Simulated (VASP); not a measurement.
TiSi5O12, 18 atoms in the cell. The typed cell holds 18 atoms: a = 4.711 Å, b = 4.711 Å, c = 6.148 Å, α = 71.87°, β = 71.87°, γ = 72.72°. 

| Item | Value |
| --- | --- |
| Program | VASP 6.6.1 |
| Task | relaxation of cell and atoms |
| Functional | PBE |
| Potentials or basis | VASP PAW PBE potentials, release 64 (O, Si, Ti_sv) |
| Cutoff | 600 eV |
| k mesh | 3 × 3 × 2, shifted |
| Occupations | gaussian, width 0.1 eV |
| Spin | no spin polarisation |
| Dipole correction | no |
| Further INCAR settings | LREAL = Auto; ALGO = Normal; EDIFF = 1e-06; ISYM = 0; IBRION = 2; EDIFFG = -0.04; NSW = 70; ISIF = 3 |

Potentials or basis: VASP PAW PBE potentials, release 64 (O, Si, Ti_sv).

Command:

```sh
$ cat potpaw_PBE.64/O/POTCAR potpaw_PBE.64/Si/POTCAR potpaw_PBE.64/Ti_sv/POTCAR > POTCAR
$ mpirun -np 1 vasp_std > vasp.out
```

Hardware: 1 thread of Intel(R) Xeon(R) Platinum 8488C (Sapphire Rapids), on a shared host.

Q: How long does it take, and how much memory?

A: Wall time 27 min on 1 thread of Intel(R) Xeon(R) Platinum 8488C (Sapphire Rapids), with other jobs on the host, peak memory 0.29 GiB. Counts: scf iterations 188, k points 9, ion steps 20.
